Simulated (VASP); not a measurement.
A run of VASP 6.6.1:

The input INCAR:

```
SYSTEM = GaB5
PREC = Accurate
ENCUT = 500
EDIFF = 1E-7
ISMEAR = 0
SIGMA = 0.1
LREAL = .FALSE.
LASPH = .TRUE.
NELM = 120
ALGO = Normal
ISIF = 3
LWAVE = .FALSE.
LCHARG = .FALSE.
GGA = PE
IBRION = 2
NSW = 90
EDIFFG = -0.04
GGA_COMPAT = .FALSE.
NELMIN = 4
```

The input KPOINTS:

```
regular mesh
0
G
  6 6 4
  0 0 0
```

POSCAR

```
GaB5
1.0
    3.4867600000      0.0000000000      0.0000000000
   -1.7433800000      3.0196227300      0.0000000000
    0.0000000000      0.0000000000      4.9424742000
Ga B
1 5
Direct
    0.0000000000      0.0000000000      0.0000000000
    0.3333333300      0.6666666700      0.5000000000
    0.6666666700      0.3333333300      0.5000000000
    0.3333333300      0.6666666700      0.0000000000
    0.6666666700      0.3333333300      0.0000000000
    0.0000000000      0.0000000000      0.5000000000
```

Potentials or basis: VASP PAW PBE potentials, release 64 (Ga_d, B).

Run with:

```console
$ cat potpaw_PBE.64/Ga_d/POTCAR potpaw_PBE.64/B/POTCAR > POTCAR
$ mpirun -np 1 vasp_std > vasp.out
```

Hardware: 1 thread of Intel Xeon 8259CL (shared host).

**Question.** Estimate the wall time of this run.

**Answer.** Run time: 5.1 min on 1 thread of Intel Xeon 8259CL, on a shared host, peak memory 0.18 GiB. Counts: scf iterations 118, k points 21, ion steps 10.
